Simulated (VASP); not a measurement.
# AlIr (Pm-3m) in VASP: single point with LDA

Aim: the single point of AlIr with LDA.

Everything below comes from runs of VASP 6.6.1. Logs are shortened: lines on timing, memory, paths and dates and some standing lists are left out, and cuts for length are marked.

## Step 1: The cell of the first run

It takes space group Pm-3m (No. 221, cubic). The conventional cell has a = 2.983 Å, b = 2.983 Å, c = 2.983 Å, α = 90.00°, β = 90.00°, γ = 90.00°. Al (site symmetry m-3m) has 8 Ir at 2.58 Å and 6 Al at 2.98 Å within 3.4 Å. Ir (site symmetry m-3m) has 8 Al at 2.58 Å and 6 Ir at 2.98 Å within 3.4 Å.

## Step 2: Single point, LDA

Input file INCAR:

```
SYSTEM = AlIr
PREC = Accurate ; ENCUT = 560
EDIFF = 1E-6 ; ISMEAR = 0
SIGMA = 0.1 ; LREAL = .FALSE.
LASPH = .TRUE. ; NELM = 120
ALGO = Normal ; ISIF = 2
LWAVE = .FALSE. ; LCHARG = .TRUE.
LELF = .TRUE. ; LVHAR = .TRUE.
NBANDS = 17 ; GGA_COMPAT = .FALSE.
```

Input file KPOINTS:

```
regular mesh
0
G
  9 9 9
  0 0 0
```

Input file POSCAR:

```
AlIr
1.0
    2.9831795939      0.0000000000      0.0000000000
    0.0000000000      2.9831795939      0.0000000000
    0.0000000000      0.0000000000      2.9831795939
Al Ir
1 1
Direct
    0.0000000000      0.0000000000      0.0000000000
    0.5000000000      0.5000000000      0.5000000000
```

Potentials or basis: VASP PAW LDA potentials, release 64 (Al, Ir_sv_GW).

Launch:

```bash
$ cat potpaw_LDA.64/Al/POTCAR potpaw_LDA.64/Ir_sv_GW/POTCAR > POTCAR
$ mpirun -np 1 vasp_std > vasp.out
```

OUTCAR:

```text
SYSTEM = AlIr
   PREC = Accurate
   ENCUT = 560
   EDIFF = 1E-6
   ISMEAR = 0
   LREAL = .FALSE.
   LASPH = .TRUE.
   NELM = 120
   ISIF = 2

 ion  position               nearest neighbor table
   1  0.000  0.000  0.000-   2 2.58   2 2.58   2 2.58   2 2.58   2 2.58   2 2.58   2 2.58   2 2.58

   2  0.500  0.500  0.500-   1 2.58   1 2.58   1 2.58   1 2.58   1 2.58   1 2.58   1 2.58   1 2.58

  LATTYP: Found a simple cubic cell.
 ALAT       =     2.9831795939

  Lattice vectors:

 A1 = (   2.9831795939,   0.0000000000,   0.0000000000)
 A2 = (   0.0000000000,   2.9831795939,   0.0000000000)
 A3 = (   0.0000000000,   0.0000000000,   2.9831795939)

Analysis of symmetry for initial positions (statically):
=====================================================================
 Subroutine PRICEL returns:
 Original cell was already a primitive cell.

 Routine SETGRP: Setting up the symmetry group for a
 simple cubic supercell.

 Subroutine GETGRP returns: Found 48 space group operations
 (whereof 48 operations were pure point group operations)
 out of a pool of 48 trial point group operations.

The static configuration has the point symmetry O_h .

Analysis of symmetry for dynamics (positions and initial velocities):
=====================================================================
 Subroutine PRICEL returns:
 Original cell was already a primitive cell.

 Routine SETGRP: Setting up the symmetry group for a
 simple cubic supercell.

 Subroutine GETGRP returns: Found 48 space group operations
 (whereof 48 operations were pure point group operations)
 out of a pool of 48 trial point group operations.

The dynamic configuration has the point symmetry O_h .

 Subroutine INISYM returns: Found 48 space group operations
 (whereof 48 operations are pure point group operations),
 and found     1 'primitive' translations

----------------------------------------------------------------------------------------

                                     Primitive cell

  volume of cell :      26.5484

  direct lattice vectors                    reciprocal lattice vectors
     2.983179594  0.000000000  0.000000000     0.335212805  0.000000000  0.000000000
     0.000000000  2.983179594  0.000000000     0.000000000  0.335212805  0.000000000
     0.000000000  0.000000000  2.983179594     0.000000000  0.000000000  0.335212805

  length of vectors
     2.983179594  2.983179594  2.983179594     0.335212805  0.335212805  0.335212805

  position of ions in fractional coordinates (direct lattice)
     0.000000000  0.000000000  0.000000000
     0.500000000  0.500000000  0.500000000

  ion indices of the primitive-cell ions
   primitive index   ion index
                 1           1
                 2           2

----------------------------------------------------------------------------------------

 KPOINTS: regular mesh

Automatic generation of k-mesh.
 Grid dimensions read from file:
 generate k-points for:    9    9    9

 Generating k-lattice:

  Cartesian coordinates                     Fractional coordinates (reciprocal lattice)
     0.037245867  0.000000000  0.000000000     0.111111111  0.000000000  0.000000000
     0.000000000  0.037245867  0.000000000     0.000000000  0.111111111  0.000000000
     0.000000000  0.000000000  0.037245867     0.000000000  0.000000000  0.111111111

  Length of vectors
     0.037245867  0.037245867  0.037245867

  Shift w.r.t. Gamma in fractional coordinates (k-lattice)
     0.000000000  0.000000000  0.000000000

 Subroutine IBZKPT returns following result:
 ===========================================

 Found     35 irreducible k-points:

 Following reciprocal coordinates:
            Coordinates               Weight
  0.000000  0.000000  0.000000      1.000000
  0.111111  0.000000  0.000000      6.000000
  0.222222  0.000000  0.000000      6.000000
  0.333333  0.000000  0.000000      6.000000
  0.444444  0.000000  0.000000      6.000000
  0.111111  0.111111  0.000000     12.000000
[... 16 lines left out ...]
  0.333333  0.333333  0.111111     24.000000
  0.444444  0.333333  0.111111     48.000000
 [... further k-points ...]
   k-points           NKPTS =     35   k-points in BZ     NKDIM =     35   number of bands    NBANDS=     17
   number of dos      NEDOS =    301   number of ions     NIONS =      2
   total plane-waves  NPLWV =  13824
   dimension x,y,z NGX =    24 NGY =   24 NGZ =   24
   dimension x,y,z NGXF=    48 NGYF=   48 NGZF=   48
   ions per type =               1   1
   NGX,Y,Z   is equivalent  to a cutoff of  13.37, 13.37, 13.37 a.u.
   NGXF,Y,Z  is equivalent  to a cutoff of  26.75, 26.75, 26.75 a.u.
 SYSTEM =  AlIr
   PREC   = accura    normal or accurate (medium, high low for compatibility)
   ISTART =      0    job   : 0-new  1-cont  2-samecut
   ICHARG =      2    charge: 1-file 2-atom 10-const
   ISPIN  =      1    spin polarized calculation?
   LNONCOLLINEAR =      F non collinear calculations
   LSORBIT =      F    spin-orbit coupling
   LASPH  =      T    aspherical Exc in radial PAW
   ENCUT  =  560.0 eV  41.16 Ry    6.42 a.u.   5.76  5.76  5.76*2*pi/ulx,y,z
   NELM   =    120;   NELMIN=  2; NELMDL= -5     # of ELM steps
   EDIFF  = 0.1E-05   stopping-criterion for ELM
   LREAL  =      F    real-space projection
   EDIFFG = 0.1E-04   stopping-criterion for IOM
   NSW    =      0    number of steps for IOM
   IBRION =     -1    ionic relax: 0-MD 1-quasi-New 2-CG
   NFREE  =      0    steps in history (QN), initial steepest desc. (CG)
   ISIF   =      2    stress and relaxation
   ISYM   =      2    0-nonsym 1-usesym 2-fastsym
   POTIM  = 0.5000    time-step for ionic-motion
   TEBEG  =    0.0;   TEEND  =   0.0 temperature during run
   PSTRESS=    0.0 pullay stress
   NELECT =      20.0000    total number of electrons
   NUPDOWN=      -1.0000    fix difference up-down
   EMIN   =  10.00;   EMAX   =-10.00  energy-range for DOS
   EFERMI =   0.00;   METHOD = LEGACY
   ISMEAR =     0;   SIGMA  =   0.10  broadening in eV -4-tet -1-fermi 0-gaus
   EFERMI_NEDOS =   21; number of points for ismear=-14 and -15
   IALGO  =     38    algorithm
   IMIX   =      4    mixing-type and parameters
     AMIX     =   0.40;   BMIX     =  1.00
     AMIX_MAG =   1.60;   BMIX_MAG =  1.00
  volume/ion in A,a.u.               =      13.27        89.58
  Fermi-wavevector in a.u.,A,eV,Ry     =   1.489608  2.814952 30.190417  2.218933
  Thomas-Fermi vector in A             =   2.602495
   LORBIT       =      0    0 simple, 1 ext, 2 COOP (PROOUT), +10 PAW based schemes
   GGA     = CA    functional components
   LHFCALC =     F    Hartree Fock is set to
   AEXX    =    0.0000 exact exchange contribution
   IVDW    =     0    specifies the selected vdW correction
   LEPSILON=     F    determine dielectric tensor
   LRPA    =     F    only Hartree local field effects (RPA)
 non-spin polarized calculation
 Gauss-broadening in eV      SIGMA  =   0.10
  energy-cutoff  :      560.00
  volume of cell :       26.55
 maximum number of plane-waves:       812
 NGX is ok and might be reduce to    24
   NGX = 11   NGY = 11   NGZ = 11

 number of electron      20.0000000 magnetization

 Free energy of the ion-electron system (eV)
  ---------------------------------------------------
  ext. energy  EPLUGINS =         0.00000000
  ---------------------------------------------------
  free energy    TOTEN  =       -17.01166810 eV

  energy without entropy =      -17.00885535  energy(sigma->0) =      -17.01026173

 E-fermi :  12.0782     XC(G=0): -13.2033

 val. band max:       12.0164318572   @ k =   0.4444   0.4444   0.3333
 cond. band min:      12.1621105342   @ k =   0.4444   0.4444   0.1111
 fundamental gap:      0.1456786770
 Fermi energy:        12.0781770903

 k-point     1 :       0.0000    0.0000    0.0000
  band No.  band energies     occupation
      1     -80.2681      2.00000
      2     -37.3178      2.00000
      3     -37.3178      2.00000
      4     -37.3178      2.00000
      5      -0.2091      2.00000
      6       6.1810      2.00000
[... 9 lines left out ...]
     16      23.7281      0.00000
     17      30.1191      0.00000

 k-point     2 :       0.1111    0.0000    0.0000
  band No.  band energies     occupation
      1     -80.2670      2.00000
      2     -37.3373      2.00000
      3     -37.3158      2.00000
      4     -37.3158      2.00000
      5       0.0423      2.00000
      6       6.2625      2.00000
[... 9 lines left out ...]
     16      24.8026      0.00000
     17      29.5296      0.00000

 k-point     3 :       0.2222    0.0000    0.0000
  band No.  band energies     occupation
      1     -80.2656      2.00000
      2     -37.3875      2.00000
      3     -37.3121      2.00000
      4     -37.3121      2.00000
      5       0.7647      2.00000
      6       6.4109      2.00000
[... 9 lines left out ...]
     16      27.6381      0.00000
     17      27.7847      0.00000

 k-point     4 :       0.3333    0.0000    0.0000
  band No.  band energies     occupation
      1     -80.2637      2.00000
      2     -37.4435      2.00000
      3     -37.3077      2.00000
      4     -37.3077      2.00000
      5       1.8626      2.00000
      6       6.0815      2.00000
[... 9 lines left out ...]
     16      25.8002      0.00000
     17      25.8002      0.00000

 k-point     5 :       0.4444    0.0000    0.0000
  band No.  band energies     occupation
      1     -80.2626      2.00000
      2     -37.4801      2.00000
      3     -37.3048      2.00000
      4     -37.3048      2.00000
      5       3.1037      2.00000
      6       5.1267      2.00000
[... 9 lines left out ...]
     16      24.1459      0.00000
     17      24.1459      0.00000

 k-point     6 :       0.1111    0.1111    0.0000
  band No.  band energies     occupation
      1     -80.2665      2.00000
      2     -37.3364      2.00000
      3     -37.3350      2.00000
      4     -37.3144      2.00000
      5       0.2909      2.00000
      6       6.3434      2.00000
[... 9 lines left out ...]
     16      25.4210      0.00000
     17      28.9194      0.00000

 k-point     7 :       0.2222    0.1111    0.0000
  band No.  band energies     occupation
      1     -80.2649      2.00000
      2     -37.3855      2.00000
      3     -37.3315      2.00000
      4     -37.3104      2.00000
      5       1.0039      2.00000
      6       6.4745      2.00000
[... 9 lines left out ...]
     16      26.8950      0.00000
     17      27.5531      0.00000

 k-point     8 :       0.3333    0.1111    0.0000
  band No.  band energies     occupation
      1     -80.2631      2.00000
      2     -37.4415      2.00000
      3     -37.3269      2.00000
      4     -37.3060      2.00000
      5       2.0865      2.00000
      6       6.1004      2.00000
[... 9 lines left out ...]
     16      24.8055      0.00000
     17      25.5267      0.00000
[... 203 lines left out ...]
      1     -80.2610      2.00000
      2     -37.4756      2.00000
      3     -37.3225      2.00000
      4     -37.3217      2.00000
      5       3.5627      2.00000
      6       5.0906      2.00000
[... 9 lines left out ...]
     16      24.8769      0.00000
     17      25.2432      0.00000

 k-point    20 :       0.2222    0.2222    0.1111
  band No.  band energies     occupation
      1     -80.2625      2.00000
      2     -37.3805      2.00000
      3     -37.3773      2.00000
      4     -37.3258      2.00000
      5       1.9042      2.00000
      6       6.6736      2.00000
[... 9 lines left out ...]
     16      24.8242      0.00000
     17      26.7325      0.00000

 k-point    21 :       0.3333    0.2222    0.1111
  band No.  band energies     occupation
      1     -80.2604      2.00000
      2     -37.4341      2.00000
      3     -37.3734      2.00000
      4     -37.3209      2.00000
      5       2.8871      2.00000
      6       6.1969      2.00000
[... 9 lines left out ...]
     16      25.4027      0.00000
     17      26.5751      0.00000

 k-point    22 :       0.4444    0.2222    0.1111
  band No.  band energies     occupation
      1     -80.2589      2.00000
      2     -37.4699      2.00000
      3     -37.3698      2.00000
      4     -37.3177      2.00000
      5       4.0312      2.00000
      6       5.2130      2.00000
[... 9 lines left out ...]
     16      24.3871      0.00000
     17      26.7308      0.00000

 k-point    23 :       0.3333    0.3333    0.1111
  band No.  band energies     occupation
      1     -80.2583      2.00000
      2     -37.4292      2.00000
      3     -37.4270      2.00000
      4     -37.3160      2.00000
      5       3.6270      2.00000
      6       5.9732      2.00000
[... 9 lines left out ...]
     16      25.1450      0.00000
     17      25.2332      0.00000

 k-point    24 :       0.4444    0.3333    0.1111
  band No.  band energies     occupation
      1     -80.2571      2.00000
      2     -37.4636      2.00000
      3     -37.4243      2.00000
      4     -37.3130      2.00000
      5       4.1870      2.00000
      6       5.7630      2.00000
[... 9 lines left out ...]
     16      24.0264      0.00000
     17      26.8488      0.00000

 [... further k-points ...]

------------------------ aborting loop because EDIFF is reached ----------------------------------------

  FORCE on cell =-STRESS in cart. coord.  units (eV):
  Direction    XX          YY          ZZ          XY          YZ          ZX
  --------------------------------------------------------------------------------------
  -------------------------------------------------------------------------------------
  Total       -0.6385710     -0.6385710     -0.6385710      0.0000000      0.0000000      0.0000000
  in kB      -38.5373229    -38.5373229    -38.5373229      0.0000000      0.0000000      0.0000000
  external PRESSURE =     -38.5373229 kB  Pullay stress =       0.0000000 kB

 VOLUME and BASIS-vectors are now :
 -----------------------------------------------------------------------------
  energy-cutoff  :      560.00
  volume of cell :       26.55
      direct lattice vectors                 reciprocal lattice vectors
     2.983179594  0.000000000  0.000000000     0.335212805  0.000000000  0.000000000
     0.000000000  2.983179594  0.000000000     0.000000000  0.335212805  0.000000000
     0.000000000  0.000000000  2.983179594     0.000000000  0.000000000  0.335212805

 POSITION                                       TOTAL-FORCE (eV/Angst)
 -----------------------------------------------------------------------------------
      0.00000      0.00000      0.00000         0.000000      0.000000      0.000000
      1.49159      1.49159      1.49159         0.000000      0.000000      0.000000
 -----------------------------------------------------------------------------------
    total drift:                                0.000000     -0.000000     -0.000000

  FREE ENERGIE OF THE ION-ELECTRON SYSTEM (eV)
  ---------------------------------------------------
  free  energy   TOTEN  =       -17.0116681036 eV

  energy  without entropy=      -17.0088553482  energy(sigma->0) =      -17.01026173
```

Wall time 13 s (1 thread of Intel Xeon Platinum 8375C at 2.90GHz (Ice Lake), shared host); peak memory 0.14 GiB.

What came out:

- Free energy: -17.0117 eV
- Pressure: -3.9 GPa
- Band gap on the k mesh: zero (bands 10 and 11 overlap by 0.89 eV)

Caveat: the cell stands under tension; spin-orbit coupling is left out, which moves the levels of the heavy elements.

The gap in the log of VASP goes by the Fermi energy; the results here count the filled bands.